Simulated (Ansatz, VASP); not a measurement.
**Nb: VASP beside Ansatz**

```xyz
1
Lattice="0.0000 2.1150 2.1150 2.1679 0.0000 2.1150 2.1679 2.1150 0.0000" Properties=species:S:1:pos:R:3 pbc="T T T"
Nb    0.0000    0.0000    0.0000
```

Change from the starting cell: strain +0.0250 x Voigt [1, 0, 0, 0, 0, 0], atoms carried along.

Alike in both runs: task single point; functional PBE; k mesh 20 × 20 × 20; occupations gaussian, width 0.15 eV; no spin polarisation.

|  | VASP | Ansatz |
| --- | --- | --- |
| version | VASP 6.6.1 | Ansatz 0.2.0 |
| potentials or method | VASP PAW PBE potentials, release 64 (Nb_sv), cutoff 520 eV | scalar-relativistic, plane waves, PAW |
| valence electrons in the cell | 13 | 13 |

VASP gave:

```
gap on the k mesh at the Fermi level (eV)                     : none
pressure (GPa)                                                : -5.5
traceless stress, the component that is largest in VASP (GPa) : 3.80
```

Task: Which values does Ansatz return?

Result: gap on the k mesh at the Fermi level (eV): none; pressure (GPa): -5.2; traceless stress, the component that is largest in VASP (GPa): 3.83.

A gap of «none» marks a metal or a gap that the smearing closes.
